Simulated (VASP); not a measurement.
# Be3TeSe2 (P6/mmm) in VASP: single point with PBE

Aim: the single point of Be3TeSe2 with PBE.

All numbers are computed with VASP 6.6.1; they aren't measurements. Logs are shortened: lines on timing, memory, paths and dates and some standing lists are left out, and cuts for length are marked.

**1. The cell of the first run**

It takes space group P6/mmm (No. 191, hexagonal). The conventional cell has a = 6.206 Å, b = 6.206 Å, c = 3.180 Å, α = 90.00°, β = 90.00°, γ = 120.00°. Within 3.2 Å of Be (site symmetry mmm) lie 4 Se at 2.40 Å and 6 Be at 3.10 to 3.18 Å. Within 4.2 Å of Te (site symmetry 6/mmm) lie 2 Te at 3.18 Å and 12 Be at 3.49 Å and 6 Se at 3.58 Å. Se (site symmetry -6m2) has 6 Be at 2.40 Å and 2 Se at 3.18 Å within 3.2 Å.

**2. Single point, PBE**

INCAR reads:

```
SYSTEM = Be3TeSe2
PREC = Accurate ; ENCUT = 520
EDIFF = 1E-7 ; ISMEAR = 0
SIGMA = 0.1 ; LREAL = .False.
LASPH = .True. ; NELM = 80
ALGO = Normal ; ISIF = 2
LWAVE = .False. ; LCHARG = .False.
GGA = PE ; NBANDS = 21
```

KPOINTS reads:

```
Automatic mesh
0
Gamma
  6 6 12
  0 0 0
```

POSCAR reads:

```
Be3TeSe2
1.0
    6.2055746854     -0.0000000030      0.0000000000
   -3.1027873401      5.3741853241      0.0000000000
    0.0000000000      0.0000000000      3.1799539275
Be Te Se
3 1 2
Direct
    0.5000000000      0.0000000000      0.5000000000
    0.5000000000      0.5000000000      0.5000000000
    0.0000000000      0.5000000000      0.5000000000
    0.0000000000      0.0000000000      0.0000000000
    0.3333333333      0.6666666667      0.0000000000
    0.6666666667      0.3333333333      0.0000000000
```

Potentials or basis: VASP PAW PBE potentials, release 64 (Be, Te, Se).

The run is started by

```bash
cat potpaw_PBE.64/Be/POTCAR potpaw_PBE.64/Te/POTCAR potpaw_PBE.64/Se/POTCAR > POTCAR
mpirun -np 1 vasp_std > vasp.out
```

OUTCAR:

```text
SYSTEM = Be3TeSe2
   PREC = Accurate
   ENCUT = 520
   EDIFF = 1E-7
   ISMEAR = 0
   LREAL = .False.
   LASPH = .True.
   NELM = 80
   ISIF = 2
   GGA = PE

 ion  position               nearest neighbor table
   1  0.500  0.000  0.500-   5 2.40   6 2.40   5 2.40   6 2.40
   2  0.500  0.500  0.500-   5 2.40   6 2.40   5 2.40   6 2.40
   3  0.000  0.500  0.500-   5 2.40   6 2.40   5 2.40   6 2.40
   4  0.000  0.000  0.000-
   5  0.333  0.667  0.000-   1 2.40   1 2.40   3 2.40   3 2.40   2 2.40   2 2.40
   6  0.667  0.333  0.000-   1 2.40   1 2.40   3 2.40   3 2.40   2 2.40   2 2.40

  LATTYP: Found a hexagonal cell.
 ALAT       =     6.2055746854
 C/A-ratio  =     0.5124350425

  Lattice vectors:

 A1 = (   6.2055746854,  -0.0000000030,   0.0000000000)
 A2 = (  -3.1027873401,   5.3741853241,   0.0000000000)
 A3 = (   0.0000000000,   0.0000000000,   3.1799539275)

Analysis of symmetry for initial positions (statically):
=====================================================================
 Subroutine PRICEL returns:
 Original cell was already a primitive cell.

 Routine SETGRP: Setting up the symmetry group for a
 hexagonal supercell.

 Subroutine GETGRP returns: Found 24 space group operations
 (whereof 24 operations were pure point group operations)
 out of a pool of 24 trial point group operations.

The static configuration has the point symmetry D_6h.

Analysis of symmetry for dynamics (positions and initial velocities):
=====================================================================
 Subroutine PRICEL returns:
 Original cell was already a primitive cell.

 Routine SETGRP: Setting up the symmetry group for a
 hexagonal supercell.

 Subroutine GETGRP returns: Found 24 space group operations
 (whereof 24 operations were pure point group operations)
 out of a pool of 24 trial point group operations.

The dynamic configuration has the point symmetry D_6h.

 Subroutine INISYM returns: Found 24 space group operations
 (whereof 24 operations are pure point group operations),
 and found     1 'primitive' translations

----------------------------------------------------------------------------------------

                                     Primitive cell

  volume of cell :     106.0512

[... 91 lines left out ...]
   LNONCOLLINEAR =      F non collinear calculations
   LSORBIT =      F    spin-orbit coupling
   LASPH  =      T    aspherical Exc in radial PAW
   ENCUT  =  520.0 eV  38.22 Ry    6.18 a.u.  11.54 11.54  5.91*2*pi/ulx,y,z
   NELM   =     80;   NELMIN=  2; NELMDL= -5     # of ELM steps
   EDIFF  = 0.1E-06   stopping-criterion for ELM
   LREAL  =      F    real-space projection
   EDIFFG = 0.1E-05   stopping-criterion for IOM
   NSW    =      0    number of steps for IOM
   IBRION =     -1    ionic relax: 0-MD 1-quasi-New 2-CG
   NFREE  =      0    steps in history (QN), initial steepest desc. (CG)
   ISIF   =      2    stress and relaxation
   ISYM   =      2    0-nonsym 1-usesym 2-fastsym
   POTIM  = 0.5000    time-step for ionic-motion
   TEBEG  =    0.0;   TEEND  =   0.0 temperature during run
   PSTRESS=    0.0 pullay stress
   NELECT =      24.0000    total number of electrons
   NUPDOWN=      -1.0000    fix difference up-down
   EMIN   =  10.00;   EMAX   =-10.00  energy-range for DOS
   EFERMI =   0.00;   METHOD = LEGACY
   ISMEAR =     0;   SIGMA  =   0.10  broadening in eV -4-tet -1-fermi 0-gaus
   EFERMI_NEDOS =   21; number of points for ismear=-14 and -15
   IALGO  =     38    algorithm
   IMIX   =      4    mixing-type and parameters
     AMIX     =   0.40;   BMIX     =  1.00
     AMIX_MAG =   1.60;   BMIX_MAG =  1.00
  volume/ion in A,a.u.               =      17.68       119.28
  Fermi-wavevector in a.u.,A,eV,Ry     =   0.997639  1.885264 13.541655  0.995284
  Thomas-Fermi vector in A             =   2.129809
   LORBIT       =      0    0 simple, 1 ext, 2 COOP (PROOUT), +10 PAW based schemes
   GGA     = PE    functional components
   LHFCALC =     F    Hartree Fock is set to
   AEXX    =    0.0000 exact exchange contribution
   IVDW    =     0    specifies the selected vdW correction
   LEPSILON=     F    determine dielectric tensor
   LRPA    =     F    only Hartree local field effects (RPA)
 non-spin polarized calculation
 Gauss-broadening in eV      SIGMA  =   0.10
  energy-cutoff  :      520.00
  volume of cell :      106.05
 maximum number of plane-waves:      2916
 NGX is ok and might be reduce to    48
   NGX = 23   NGY = 23   NGZ = 11

 number of electron      23.9999995 magnetization

 Free energy of the ion-electron system (eV)
  ---------------------------------------------------
  ext. energy  EPLUGINS =         0.00000000
  ---------------------------------------------------
  free energy    TOTEN  =       -19.75161828 eV

  energy without entropy =      -19.73848385  energy(sigma->0) =      -19.74505107

 E-fermi :   5.9592     XC(G=0):  -9.8268

 val. band max:        5.9365449288   @ k =   0.5000  -0.0000   0.3333
 cond. band min:       5.9778179446   @ k =   0.3333   0.1667   0.4167
 fundamental gap:      0.0412730158
 Fermi energy:         5.9591897385

 k-point     1 :       0.0000    0.0000    0.0000
  band No.  band energies     occupation
      1      -9.5183      2.00000
      2      -8.5378      2.00000
      3      -5.3822      2.00000
      4      -0.7978      2.00000
      5      -0.7978      2.00000
      6       0.3635      2.00000
[... 565 lines left out ...]
     20      11.1934      0.00000
     21      11.7879      0.00000

 [... further k-points ...]
[... 5 lines left out ...]
  --------------------------------------------------------------------------------------
  -------------------------------------------------------------------------------------
  Total        0.0463453      0.0463453      0.0788517      0.0000000     -0.0000000      0.0000000
  in kB        0.7001662      0.7001662      1.1912583      0.0000000     -0.0000000      0.0000000
  external PRESSURE =       0.8638636 kB  Pullay stress =       0.0000000 kB

 VOLUME and BASIS-vectors are now :
 -----------------------------------------------------------------------------
  energy-cutoff  :      520.00
  volume of cell :      106.05
      direct lattice vectors                 reciprocal lattice vectors
     6.205574685 -0.000000003  0.000000000     0.161145430  0.093037357  0.000000000
    -3.102787340  5.374185324  0.000000000     0.000000000  0.186074715  0.000000000
     0.000000000  0.000000000  3.179953928     0.000000000  0.000000000  0.314469965

 POSITION                                       TOTAL-FORCE (eV/Angst)
 -----------------------------------------------------------------------------------
      3.10279     -0.00000      1.58998        -0.000000      0.000000      0.000000
      1.55139      2.68709      1.58998        -0.000000      0.000000      0.000000
     -1.55139      2.68709      1.58998        -0.000000      0.000000      0.000000
      0.00000      0.00000      0.00000        -0.000000      0.000000      0.000000
      0.00000      3.58279      0.00000        -0.000000      0.000000      0.000000
      3.10279      1.79140      0.00000         0.000000     -0.000000      0.000000
 -----------------------------------------------------------------------------------
    total drift:                               -0.000000      0.000000      0.000000

  FREE ENERGIE OF THE ION-ELECTRON SYSTEM (eV)
  ---------------------------------------------------
  free  energy   TOTEN  =       -19.7516182799 eV

  energy  without entropy=      -19.7384838508  energy(sigma->0) =      -19.74505107
```

OSZICAR:

```text
N       E                     dE             d eps       ncg     rms          rms(c)
DAV:   1     0.814030625460E+02    0.81403E+02   -0.93836E+03  2058   0.942E+02
DAV:   2    -0.126777690560E+02   -0.94081E+02   -0.90190E+02  2621   0.160E+02
DAV:   3    -0.197600177663E+02   -0.70822E+01   -0.69884E+01  2728   0.450E+01
DAV:   4    -0.198626068757E+02   -0.10259E+00   -0.10230E+00  2606   0.599E+00
DAV:   5    -0.198640436947E+02   -0.14368E-02   -0.14365E-02  2728   0.746E-01    0.710E+00
DAV:   6    -0.197597018629E+02    0.10434E+00   -0.15494E-01  2591   0.161E+00    0.447E+00
DAV:   7    -0.197537624399E+02    0.59394E-02   -0.13084E-01  2512   0.157E+00    0.714E-01
DAV:   8    -0.197514718571E+02    0.22906E-02   -0.13680E-02  2450   0.514E-01    0.159E-01
DAV:   9    -0.197515970495E+02   -0.12519E-03   -0.96086E-04  2577   0.153E-01    0.886E-02
DAV:  10    -0.197516167895E+02   -0.19740E-04   -0.96149E-05  2647   0.450E-02    0.285E-02
DAV:  11    -0.197516182988E+02   -0.15093E-05   -0.28823E-05  2499   0.269E-02    0.305E-03
DAV:  12    -0.197516184847E+02   -0.18595E-06   -0.25751E-06  2638   0.811E-03    0.371E-03
DAV:  13    -0.197516182672E+02    0.21754E-06   -0.18816E-07  1872   0.205E-03    0.433E-04
DAV:  14    -0.197516182799E+02   -0.12708E-07   -0.29415E-08  1599   0.917E-04
   1 F= -.19751618E+02 E0= -.19745051E+02  d E =-.131344E-01
```

stdout:

```text
POSCAR found type information on POSCAR BeTeSe
 POSCAR found :  3 types and       6 ions
 scaLAPACK will be used
 LDA part: xc-table for (Slater+PW92), standard interpolation
 POSCAR, INCAR and KPOINTS ok, starting setup
 FFT: planning ... GRIDC
 FFT: planning ... GRID_SOFT
 FFT: planning ... GRID
 WAVECAR not read
 entering main loop
```

Run time: 49 s. Hardware: 1 thread of Intel Xeon Platinum 8488C (Sapphire Rapids), shared host; peak memory 0.28 GiB.

What came out:

- Free energy: -19.7516 eV
- Pressure: 0.1 GPa
- Band gap on the k mesh: zero (band 12 reaches 7.83 eV, above the bottom of band 13 at 5.24 eV)

Levels at points of the mesh, in eV from the Fermi level:
| k point | band 10 | band 11 | band 12 | band 13 | band 14 | band 15 |
| --- | --- | --- | --- | --- | --- | --- |
| (0.00, 0.00, 0.00) | -1.40 | -0.63 | 1.04 | 3.08 | 3.50 | 4.37 |
| (0.50, 0.00, 0.00) | -1.86 | -1.35 | 0.56 | 2.67 | 2.83 | 2.87 |
| (0.00, 0.00, 0.50) | -3.15 | -0.68 | -0.68 | -0.40 | -0.40 | 0.51 |
| (0.50, 0.00, 0.50) | -1.91 | -1.51 | -0.34 | -0.24 | 0.06 | 0.77 |

Caveat: spin-orbit coupling is left out, which moves the levels of the heavy elements.
